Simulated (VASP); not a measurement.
# ZnSe (gw) (F-43m) in VASP: single point with PBE

Aim: the single point of ZnSe (gw) with PBE.

Everything below comes from runs of VASP 6.6.1. Logs are shortened: lines on timing, memory, paths and dates and some standing lists are left out, and cuts for length are marked.

### 1 The cell of the first run

It takes space group F-43m (No. 216, cubic). The conventional cell has a = 5.733 Å, b = 5.733 Å, c = 5.733 Å, α = 90.00°, β = 90.00°, γ = 90.00°. Zn (site symmetry -43m) has 4 Se at 2.48 Å within 3.3 Å. Se (site symmetry -43m) has 4 Zn at 2.48 Å within 3.3 Å.

### 2 Single point, PBE

Input file INCAR:

```
PREC = Accurate ; ENCUT = 520
EDIFF = 1E-6 ; ISMEAR = 0
SIGMA = 0.01 ; LREAL = F
LASPH = T ; NELM = 60
ALGO = Normal ; ISIF = 2
LWAVE = F ; LCHARG = T
GGA = PE ; LELF = T
LVHAR = T ; NBANDS = 16
```

Input file KPOINTS:

```
regular mesh
0
Gamma
  4 4 4
```

Input file POSCAR:

```
ZnSe
1.0
    0.0000000000      2.8664359640      2.8664359640
    2.8664359640      0.0000000000      2.8664359640
    2.8664359640      2.8664359640      0.0000000000
Zn Se
1 1
Direct
    0.0000000000      0.0000000000      0.0000000000
    0.2500000000      0.2500000000      0.2500000000
```

Potentials or basis: VASP PAW PBE potentials, release 64 (Zn, Se).

Command:

```bash
$ cat potpaw_PBE.64/Zn/POTCAR potpaw_PBE.64/Se/POTCAR > POTCAR
$ mpirun -np 1 vasp_std > vasp.out
```

OUTCAR:

```text
PREC = Accurate
   ENCUT = 520
   EDIFF = 1E-6
   ISMEAR = 0
   LREAL = F
   LASPH = T
   NELM = 60
   ISIF = 2
   GGA = PE

 ion  position               nearest neighbor table
   1  0.000  0.000  0.000-   2 2.48   2 2.48   2 2.48   2 2.48
   2  0.250  0.250  0.250-   1 2.48   1 2.48   1 2.48   1 2.48

  LATTYP: Found a face centered cubic cell.
 ALAT       =     5.7328719280

  Lattice vectors:

 A1 = (   0.0000000000,   2.8664359640,   2.8664359640)
 A2 = (   2.8664359640,   0.0000000000,   2.8664359640)
 A3 = (   2.8664359640,   2.8664359640,   0.0000000000)

Analysis of symmetry for initial positions (statically):
=====================================================================
 Subroutine PRICEL returns:
 Original cell was already a primitive cell.

 Routine SETGRP: Setting up the symmetry group for a
 face centered cubic supercell.

 Subroutine GETGRP returns: Found 24 space group operations
 (whereof 24 operations were pure point group operations)
 out of a pool of 48 trial point group operations.

The static configuration has the point symmetry T_d .

Analysis of symmetry for dynamics (positions and initial velocities):
=====================================================================
 Subroutine PRICEL returns:
 Original cell was already a primitive cell.

 Routine SETGRP: Setting up the symmetry group for a
 face centered cubic supercell.

 Subroutine GETGRP returns: Found 24 space group operations
 (whereof 24 operations were pure point group operations)
 out of a pool of 48 trial point group operations.

The dynamic configuration has the point symmetry T_d .

 Subroutine INISYM returns: Found 24 space group operations
 (whereof 24 operations are pure point group operations),
 and found     1 'primitive' translations

----------------------------------------------------------------------------------------

                                     Primitive cell

  volume of cell :      47.1039

  direct lattice vectors                    reciprocal lattice vectors
     0.000000000  2.866435964  2.866435964    -0.174432643  0.174432643  0.174432643
     2.866435964  0.000000000  2.866435964     0.174432643 -0.174432643  0.174432643
     2.866435964  2.866435964  0.000000000     0.174432643  0.174432643 -0.174432643

  length of vectors
     4.053752616  4.053752616  4.053752616     0.302126199  0.302126199  0.302126199

[... 61 lines left out ...]
   ENCUT  =  520.0 eV  38.22 Ry    6.18 a.u.   7.54  7.54  7.54*2*pi/ulx,y,z
   NELM   =     60;   NELMIN=  2; NELMDL= -5     # of ELM steps
   EDIFF  = 0.1E-05   stopping-criterion for ELM
   LREAL  =      F    real-space projection
   EDIFFG = 0.1E-04   stopping-criterion for IOM
   NSW    =      0    number of steps for IOM
   IBRION =     -1    ionic relax: 0-MD 1-quasi-New 2-CG
   NFREE  =      0    steps in history (QN), initial steepest desc. (CG)
   ISIF   =      2    stress and relaxation
   ISYM   =      2    0-nonsym 1-usesym 2-fastsym
   POTIM  = 0.5000    time-step for ionic-motion
   TEBEG  =    0.0;   TEEND  =   0.0 temperature during run
   PSTRESS=    0.0 pullay stress
   NELECT =      18.0000    total number of electrons
   NUPDOWN=      -1.0000    fix difference up-down
   EMIN   =  10.00;   EMAX   =-10.00  energy-range for DOS
   EFERMI =   0.00;   METHOD = LEGACY
   ISMEAR =     0;   SIGMA  =   0.01  broadening in eV -4-tet -1-fermi 0-gaus
   EFERMI_NEDOS =   21; number of points for ismear=-14 and -15
   IALGO  =     38    algorithm
   IMIX   =      4    mixing-type and parameters
     AMIX     =   0.40;   BMIX     =  1.00
     AMIX_MAG =   1.60;   BMIX_MAG =  1.00
  volume/ion in A,a.u.               =      23.55       158.94
  Fermi-wavevector in a.u.,A,eV,Ry     =   1.187992  2.244979 19.202234  1.411324
  Thomas-Fermi vector in A             =   2.324131
   LORBIT       =      0    0 simple, 1 ext, 2 COOP (PROOUT), +10 PAW based schemes
   GGA     = PE    functional components
   LHFCALC =     F    Hartree Fock is set to
   AEXX    =    0.0000 exact exchange contribution
   IVDW    =     0    specifies the selected vdW correction
   LEPSILON=     F    determine dielectric tensor
   LRPA    =     F    only Hartree local field effects (RPA)
 non-spin polarized calculation
 Gauss-broadening in eV      SIGMA  =   0.01
  energy-cutoff  :      520.00
  volume of cell :       47.10
 maximum number of plane-waves:      1283
   NGX = 15   NGY = 15   NGZ = 15

 number of electron      18.0000017 magnetization

 Free energy of the ion-electron system (eV)
  ---------------------------------------------------
  ext. energy  EPLUGINS =         0.00000000
  ---------------------------------------------------
  free energy    TOTEN  =        -5.96864776 eV

  energy without entropy =       -5.96864776  energy(sigma->0) =       -5.96864776

 E-fermi :   1.4780     XC(G=0):  -9.1515

 val. band max:        1.3551535747   @ k =   0.0000   0.0000   0.0000
 cond. band min:       2.4951367631   @ k =   0.0000   0.0000   0.0000
 fundamental gap:      1.1399831884
 Fermi energy:         1.4779522354

 k-point     1 :       0.0000    0.0000    0.0000
  band No.  band energies     occupation
      1     -11.6847      2.00000
      2      -5.1019      2.00000
      3      -5.1019      2.00000
      4      -5.1019      2.00000
      5      -4.7655      2.00000
      6      -4.7655      2.00000
[... 129 lines left out ...]
      3      -4.9140      2.00000
      4      -4.7924      2.00000
      5      -4.7904      2.00000
      6      -4.4899      2.00000
[... 8 lines left out ...]
     15      14.9175      0.00000
     16      15.2567      0.00000

------------------------ aborting loop because EDIFF is reached ----------------------------------------

  FORCE on cell =-STRESS in cart. coord.  units (eV):
  Direction    XX          YY          ZZ          XY          YZ          ZX
  --------------------------------------------------------------------------------------
  -------------------------------------------------------------------------------------
  Total        0.1513827      0.1513827      0.1513827      0.0000000      0.0000000     -0.0000000
  in kB        5.1490846      5.1490846      5.1490846      0.0000000      0.0000000     -0.0000000
  external PRESSURE =       5.1490846 kB  Pullay stress =       0.0000000 kB

 VOLUME and BASIS-vectors are now :
 -----------------------------------------------------------------------------
  energy-cutoff  :      520.00
  volume of cell :       47.10
      direct lattice vectors                 reciprocal lattice vectors
     0.000000000  2.866435964  2.866435964    -0.174432643  0.174432643  0.174432643
     2.866435964  0.000000000  2.866435964     0.174432643 -0.174432643  0.174432643
     2.866435964  2.866435964  0.000000000     0.174432643  0.174432643 -0.174432643

 POSITION                                       TOTAL-FORCE (eV/Angst)
 -----------------------------------------------------------------------------------
      0.00000      0.00000      0.00000        -0.000000     -0.000000      0.000000
      1.43322      1.43322      1.43322         0.000000      0.000000     -0.000000
 -----------------------------------------------------------------------------------
    total drift:                               -0.000001     -0.000001     -0.000001

  FREE ENERGIE OF THE ION-ELECTRON SYSTEM (eV)
  ---------------------------------------------------
  free  energy   TOTEN  =        -5.9686477583 eV

  energy  without entropy=       -5.9686477583  energy(sigma->0) =       -5.96864776
```

stdout:

```text
POSCAR found type information on POSCAR ZnSe
 POSCAR found :  2 types and       2 ions
 scaLAPACK will be used
 LDA part: xc-table for (Slater+PW92), standard interpolation
 POSCAR, INCAR and KPOINTS ok, starting setup
 FFT: planning ... GRIDC
 FFT: planning ... GRID_SOFT
 FFT: planning ... GRID
 WAVECAR not read
 entering main loop
```

Wall time 15 s (1 thread of AMD EPYC 7R43 (Zen 3), shared host); peak memory 0.13 GiB.

Results:

```yaml
Free_energy: -5.9686 eV
Pressure: 0.5 GPa
Band_gap_on_the_k_mesh: 1.14 eV, direct
```

Levels at points of the mesh, in eV from the valence-band top:
| k point | band 6 | band 7 | band 8 | band 9 | band 10 | band 11 | band 12 | band 13 |
| --- | --- | --- | --- | --- | --- | --- | --- | --- |
| (0.00, 0.00, 0.00) | -6.12 | 0.00 | 0.00 | 0.00 | 1.14 | 5.79 | 5.79 | 5.79 |
| (0.50, 0.00, 0.00) | -5.97 | -5.02 | -0.82 | -0.82 | 2.47 | 6.36 | 6.36 | 8.47 |
| (0.50, 0.50, 0.00) | -5.95 | -4.62 | -2.07 | -2.07 | 3.04 | 3.44 | 10.50 | 11.00 |

Caveat: the k points lie up to 0.47 Å⁻¹ apart. PBE gaps usually lie below the measured ones, often by a third to a half.
